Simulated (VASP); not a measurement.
# Bi (R-3m) in VASP: further runs

The runs below take Bi through single point, with PBEsol.

Everything below comes from runs of VASP 6.6.1. Logs are shortened: lines on timing, memory, paths and dates and some standing lists are left out, and cuts for length are marked.

**1. The cell of the first run**

The structure is trigonal, space group R-3m (No. 166). Conventional cell: a = 4.453 Å, b = 4.453 Å, c = 11.620 Å, α = 90.00°, β = 90.00°, γ = 120.00°. Bi (site symmetry 3m) has 6 Bi at 3.01 to 3.46 Å within 4.0 Å.

**2. Single point, PBEsol (33.26 Å³/atom)**

Contents of INCAR:

```
SYSTEM = Bi
ALGO = Normal
EDIFF = 1E-6
ENCUT = 520
GGA = PS
ISIF = 2
ISMEAR = -1
LASPH = .TRUE.
LCHARG = .TRUE.
LELF = .TRUE.
LREAL = .FALSE.
LVHAR = .TRUE.
LWAVE = .FALSE.
NBANDS = 22
NELM = 100
PREC = Accurate
SIGMA = 0.03
```

Contents of KPOINTS:

```
k-points
0
G
  10 10 10
  0 0 0
```

Contents of POSCAR:

```
Bi
1.0
    2.2265989101      1.2855274801      3.8732834739
   -2.2265989101      1.2855274801      3.8732834739
    0.0000000000     -2.5710549601      3.8732834739
Bi
2
Direct
    0.2338900000      0.2338900000      0.2338900000
    0.7661100000      0.7661100000      0.7661100000
```

Potentials or basis: VASP PAW PBE potentials, release 64 (Bi_d).

Started as:

```console
$ cat potpaw_PBE.64/Bi_d/POTCAR > POTCAR
$ mpirun -np 1 vasp_std > vasp.out
```

OUTCAR:

```text
SYSTEM = Bi
   EDIFF = 1E-6
   ENCUT = 520
   GGA = PS
   ISIF = 2
   ISMEAR = -1
   LASPH = .TRUE.
   LREAL = .FALSE.
   NELM = 100
   PREC = Accurate

 ion  position               nearest neighbor table
   1  0.234  0.234  0.234-   2 3.01   2 3.01   2 3.01   2 3.46   2 3.46   2 3.46
   2  0.766  0.766  0.766-   1 3.01   1 3.01   1 3.01   1 3.46   1 3.46   1 3.46

  LATTYP: Found a trigonal (rhomboedric) cell.
 ALAT       =     4.6489405758
 COS(alpha) =     0.5412184017

  Lattice vectors:

 A1 = (   2.2265989101,   1.2855274801,   3.8732834739)
 A2 = (  -2.2265989101,   1.2855274801,   3.8732834739)
 A3 = (   0.0000000000,  -2.5710549601,   3.8732834739)

Analysis of symmetry for initial positions (statically):
=====================================================================
 Subroutine PRICEL returns:
 Original cell was already a primitive cell.

 Routine SETGRP: Setting up the symmetry group for a
 trigonal (rhombohedral) supercell.

 Subroutine GETGRP returns: Found 12 space group operations
 (whereof 12 operations were pure point group operations)
 out of a pool of 12 trial point group operations.

The static configuration has the point symmetry D_3d.

Analysis of symmetry for dynamics (positions and initial velocities):
=====================================================================
 Subroutine PRICEL returns:
 Original cell was already a primitive cell.

 Routine SETGRP: Setting up the symmetry group for a
 trigonal (rhombohedral) supercell.

 Subroutine GETGRP returns: Found 12 space group operations
 (whereof 12 operations were pure point group operations)
 out of a pool of 12 trial point group operations.

The dynamic configuration has the point symmetry D_3d.

 Subroutine INISYM returns: Found 12 space group operations
 (whereof 12 operations are pure point group operations),
 and found     1 'primitive' translations

----------------------------------------------------------------------------------------

                                     Primitive cell

  volume of cell :      66.5203

  direct lattice vectors                    reciprocal lattice vectors
     2.226598910  1.285527480  3.873283474     0.224557731  0.129648467  0.086059628
    -2.226598910  1.285527480  3.873283474    -0.224557731  0.129648467  0.086059628
     0.000000000 -2.571054960  3.873283474     0.000000000 -0.259296933  0.086059628

  length of vectors
     4.648940576  4.648940576  4.648940576     0.273205342  0.273205342  0.273205342

  position of ions in fractional coordinates (direct lattice)
     0.233890000  0.233890000  0.233890000
     0.766110000  0.766110000  0.766110000

  ion indices of the primitive-cell ions
   primitive index   ion index
                 1           1
                 2           2

----------------------------------------------------------------------------------------

 KPOINTS: k-points

Automatic generation of k-mesh.
 Grid dimensions read from file:
 generate k-points for:   10   10   10

 Generating k-lattice:

  Cartesian coordinates                     Fractional coordinates (reciprocal lattice)
     0.022455773  0.012964847  0.008605963     0.100000000  0.000000000  0.000000000
    -0.022455773  0.012964847  0.008605963     0.000000000  0.100000000  0.000000000
     0.000000000 -0.025929693  0.008605963    -0.000000000 -0.000000000  0.100000000

  Length of vectors
     0.027320534  0.027320534  0.027320534

  Shift w.r.t. Gamma in fractional coordinates (k-lattice)
     0.000000000  0.000000000  0.000000000

 Subroutine IBZKPT returns following result:
 ===========================================

 Found    116 irreducible k-points:

 Following reciprocal coordinates:
            Coordinates               Weight
  0.000000  0.000000  0.000000      1.000000
  0.100000  0.000000 -0.000000      6.000000
  0.200000  0.000000 -0.000000      6.000000
  0.300000  0.000000 -0.000000      6.000000
  0.400000 -0.000000 -0.000000      6.000000
  0.500000  0.000000 -0.000000      3.000000
[... 16 lines left out ...]
  0.300000  0.300000 -0.000000      6.000000
  0.400000  0.300000 -0.000000     12.000000
 [... further k-points ...]
   k-points           NKPTS =    116   k-points in BZ     NKDIM =    116   number of bands    NBANDS=     22
   number of dos      NEDOS =    301   number of ions     NIONS =      2
   total plane-waves  NPLWV =  46656
   dimension x,y,z NGX =    36 NGY =   36 NGZ =   36
   dimension x,y,z NGXF=    72 NGYF=   72 NGZF=   72
   ions per type =               2
   NGX,Y,Z   is equivalent  to a cutoff of  12.87, 12.87, 12.87 a.u.
   NGXF,Y,Z  is equivalent  to a cutoff of  25.75, 25.75, 25.75 a.u.
 SYSTEM =  Bi
   PREC   = accura    normal or accurate (medium, high low for compatibility)
   ISTART =      0    job   : 0-new  1-cont  2-samecut
   ICHARG =      2    charge: 1-file 2-atom 10-const
   ISPIN  =      1    spin polarized calculation?
   LNONCOLLINEAR =      F non collinear calculations
   LSORBIT =      F    spin-orbit coupling
   LASPH  =      T    aspherical Exc in radial PAW
   ENCUT  =  520.0 eV  38.22 Ry    6.18 a.u.   8.64  8.64  8.64*2*pi/ulx,y,z
   NELM   =    100;   NELMIN=  2; NELMDL= -5     # of ELM steps
   EDIFF  = 0.1E-05   stopping-criterion for ELM
   LREAL  =      F    real-space projection
   EDIFFG = 0.1E-04   stopping-criterion for IOM
   NSW    =      0    number of steps for IOM
   IBRION =     -1    ionic relax: 0-MD 1-quasi-New 2-CG
   NFREE  =      0    steps in history (QN), initial steepest desc. (CG)
   ISIF   =      2    stress and relaxation
   ISYM   =      2    0-nonsym 1-usesym 2-fastsym
   POTIM  = 0.5000    time-step for ionic-motion
   TEBEG  =    0.0;   TEEND  =   0.0 temperature during run
   PSTRESS=    0.0 pullay stress
   NELECT =      30.0000    total number of electrons
   NUPDOWN=      -1.0000    fix difference up-down
   EMIN   =  10.00;   EMAX   =-10.00  energy-range for DOS
   EFERMI =   0.00;   METHOD = LEGACY
   ISMEAR =    -1;   SIGMA  =   0.03  broadening in eV -4-tet -1-fermi 0-gaus
   EFERMI_NEDOS =   21; number of points for ismear=-14 and -15
   IALGO  =     38    algorithm
   IMIX   =      4    mixing-type and parameters
     AMIX     =   0.40;   BMIX     =  1.00
     AMIX_MAG =   1.60;   BMIX_MAG =  1.00
  volume/ion in A,a.u.               =      33.26       224.45
  Fermi-wavevector in a.u.,A,eV,Ry     =   1.255444  2.372445 21.444676  1.576139
  Thomas-Fermi vector in A             =   2.389200
   LORBIT       =      0    0 simple, 1 ext, 2 COOP (PROOUT), +10 PAW based schemes
   GGA     = PS    functional components
   LHFCALC =     F    Hartree Fock is set to
   AEXX    =    0.0000 exact exchange contribution
   IVDW    =     0    specifies the selected vdW correction
   LEPSILON=     F    determine dielectric tensor
   LRPA    =     F    only Hartree local field effects (RPA)
 non-spin polarized calculation
  energy-cutoff  :      520.00
  volume of cell :       66.52
 maximum number of plane-waves:      1810
   NGX = 17   NGY = 17   NGZ = 17

 number of electron      30.0000001 magnetization

 Free energy of the ion-electron system (eV)
  ---------------------------------------------------
  ext. energy  EPLUGINS =         0.00000000
  ---------------------------------------------------
  free energy    TOTEN  =        -8.57698125 eV

  energy without entropy =       -8.57653684  energy(sigma->0) =       -8.57675905

 E-fermi :   6.8086     XC(G=0):  -9.9600

 val. band max:        6.8004185349   @ k =  -0.4000   0.5000   0.4000
 cond. band min:       6.9328206127   @ k =   0.4000   0.1000   0.1000
 fundamental gap:      0.1324020778
 Fermi energy:         6.8086278522

 k-point     1 :       0.0000    0.0000    0.0000
  band No.  band energies     occupation
      1     -16.1311      2.00000
      2     -16.1311      2.00000
      3     -15.9503      2.00000
      4     -15.9503      2.00000
      5     -15.9304      2.00000
      6     -15.7247      2.00000
[... 14 lines left out ...]
     21      12.6190      0.00000
     22      13.0261      0.00000

 k-point     2 :       0.1000    0.0000   -0.0000
  band No.  band energies     occupation
      1     -16.1224      2.00000
      2     -16.1201      2.00000
      3     -15.9464      2.00000
      4     -15.9435      2.00000
      5     -15.9245      2.00000
      6     -15.7303      2.00000
[... 14 lines left out ...]
     21      12.7126      0.00000
     22      13.9072      0.00000

 k-point     3 :       0.2000    0.0000   -0.0000
  band No.  band energies     occupation
      1     -16.0981      2.00000
      2     -16.0882      2.00000
      3     -15.9362      2.00000
      4     -15.9238      2.00000
      5     -15.9064      2.00000
      6     -15.7489      2.00000
[... 14 lines left out ...]
     21      13.1754      0.00000
     22      15.5848      0.00000

 k-point     4 :       0.3000    0.0000   -0.0000
  band No.  band energies     occupation
      1     -16.0635      2.00000
      2     -16.0386      2.00000
      3     -15.9234      2.00000
      4     -15.8944      2.00000
      5     -15.8775      2.00000
      6     -15.7817      2.00000
[... 14 lines left out ...]
     21      14.0480      0.00000
     22      17.3075      0.00000

 k-point     5 :       0.4000   -0.0000   -0.0000
  band No.  band energies     occupation
      1     -16.0294      2.00000
      2     -15.9778      2.00000
      3     -15.9121      2.00000
      4     -15.8606      2.00000
      5     -15.8526      2.00000
      6     -15.8154      2.00000
[... 417 lines left out ...]
 k-point    22 :      -0.2000    0.2000    0.0000
  band No.  band energies     occupation
      1     -16.0874      2.00000
      2     -15.9891      2.00000
      3     -15.9187      2.00000
      4     -15.9047      2.00000
      5     -15.8435      2.00000
      6     -15.8177      2.00000
[... 14 lines left out ...]
     21      15.1600      0.00000
     22      16.0530      0.00000

 k-point    23 :       0.3000    0.3000   -0.0000
  band No.  band energies     occupation
      1     -16.1200      2.00000
      2     -15.9825      2.00000
      3     -15.9560      2.00000
      4     -15.8758      2.00000
      5     -15.8660      2.00000
      6     -15.7894      2.00000
[... 14 lines left out ...]
     21      15.3203      0.00000
     22      15.4452      0.00000

 k-point    24 :       0.4000    0.3000   -0.0000
  band No.  band energies     occupation
      1     -16.1094      2.00000
      2     -15.9588      2.00000
      3     -15.9506      2.00000
      4     -15.8680      2.00000
      5     -15.8466      2.00000
      6     -15.8044      2.00000
[... 14 lines left out ...]
     21      16.1861      0.00000
     22      16.2660      0.00000

 [... further k-points ...]

------------------------ aborting loop because EDIFF is reached ----------------------------------------

  FORCE on cell =-STRESS in cart. coord.  units (eV):
  Direction    XX          YY          ZZ          XY          YZ          ZX
  --------------------------------------------------------------------------------------
  -------------------------------------------------------------------------------------
  Total        1.1511402      1.1511402      0.9414786      0.0000000      0.0000000      0.0000000
  in kB       27.7258539     27.7258539     22.6760365      0.0000000      0.0000000      0.0000000
  external PRESSURE =      26.0425814 kB  Pullay stress =       0.0000000 kB

 VOLUME and BASIS-vectors are now :
 -----------------------------------------------------------------------------
  energy-cutoff  :      520.00
  volume of cell :       66.52
      direct lattice vectors                 reciprocal lattice vectors
     2.226598910  1.285527480  3.873283474     0.224557731  0.129648467  0.086059628
    -2.226598910  1.285527480  3.873283474    -0.224557731  0.129648467  0.086059628
     0.000000000 -2.571054960  3.873283474     0.000000000 -0.259296933  0.086059628

 POSITION                                       TOTAL-FORCE (eV/Angst)
 -----------------------------------------------------------------------------------
      0.00000      0.00000      2.71777         0.000000      0.000000      0.422631
      0.00000      0.00000      8.90208         0.000000     -0.000000     -0.422631
 -----------------------------------------------------------------------------------
    total drift:                                0.000000     -0.000000      0.000000

  FREE ENERGIE OF THE ION-ELECTRON SYSTEM (eV)
  ---------------------------------------------------
  free  energy   TOTEN  =        -8.5769812509 eV

  energy  without entropy=       -8.5765368410  energy(sigma->0) =       -8.57675905
```

Wall time 52 s (1 thread of Intel Xeon 6975P-C (Granite Rapids), shared host); peak memory 0.29 GiB.

What came out:

```yaml
Free_energy: -8.5770 eV
Pressure: 2.6 GPa
Largest_force: 0.423 eV/Å
Band_gap_on_the_k_mesh: zero (bands 15 and 16 overlap by 0.21 eV)
```

Forces in eV/Å, atoms in the order of the input:
```
Bi   0.000  0.000  0.423
Bi   0.000  0.000 -0.423
```

Stress tensor (GPa, compression positive):
```
2.77 0.00 0.00
0.00 2.77 0.00
0.00 0.00 2.27
```

Caveat: the PAW data sets were made with another functional, which shifts forces and pressure a little; spin-orbit coupling is left out, which moves the levels of the heavy elements.

**3. Single point, PBEsol (34.68 Å³/atom)**

This run uses another cell than the first one, of 34.68 Å³/atom.

Contents of INCAR:

```
SYSTEM = Bi
ALGO = Normal ; EDIFF = 1E-6
ENCUT = 520 ; GGA = PS
ISIF = 2 ; ISMEAR = -1
LASPH = .TRUE. ; LCHARG = .FALSE.
LREAL = .FALSE. ; LWAVE = .FALSE.
NBANDS = 22 ; NELM = 100
PREC = Accurate ; SIGMA = 0.03
```

KPOINTS is that of step 2.

Contents of POSCAR:

```
Bi
1.0
    2.2577441873      1.3035092143      3.9274622876
   -2.2577441873      1.3035092143      3.9274622876
    0.0000000000     -2.6070184286      3.9274622876
Bi
2
Direct
    0.2338900000      0.2338900000      0.2338900000
    0.7661100000      0.7661100000      0.7661100000
```

Potentials or basis: VASP PAW PBE potentials, release 64 (Bi_d).

Started as:

```console
$ cat potpaw_PBE.64/Bi_d/POTCAR > POTCAR
$ mpirun -np 1 vasp_std > vasp.out
```

Run time: 47 s. Hardware: 1 thread of Intel Xeon 6975P-C (Granite Rapids), shared host; peak memory 0.29 GiB.

The run converged. Its results:

```
Free energy            : -8.6030 eV
Pressure               : 0.3 GPa
Largest force          : 0.213 eV/Å
Band gap on the k mesh : zero (bands 15 and 16 overlap by 0.22 eV)
```

Forces in eV/Å, atoms in the order of the input:
```
Bi   0.000  0.000  0.213
Bi   0.000  0.000 -0.213
```

Stress tensor (GPa, compression positive):
```
0.31 0.00 0.00
0.00 0.31 0.00
0.00 0.00 0.20
```

Levels at points of the mesh, in eV from the Fermi level:
```tsv
k point	band 11	band 12	band 13	band 14	band 15	band 16	band 17	band 18	band 19	band 20
(0.00, 0.00, 0.00)	-13.17	-7.37	-1.47	-1.19	-1.19	2.54	3.03	3.03	5.67	5.81
(0.50, 0.00, 0.00)	-11.20	-10.54	-1.32	-1.17	-0.24	-0.22	0.56	1.07	7.51	8.52
(0.50, 0.50, 0.00)	-11.29	-9.43	-4.75	-3.04	-2.92	2.33	5.07	5.54	6.96	9.51
(0.50, 0.50, 0.50)	-11.92	-9.91	-0.92	-0.58	-0.58	0.72	0.72	0.81	7.02	9.11
```

Caveat: the PAW data sets were made with another functional, which shifts forces and pressure a little; spin-orbit coupling is left out, which moves the levels of the heavy elements.
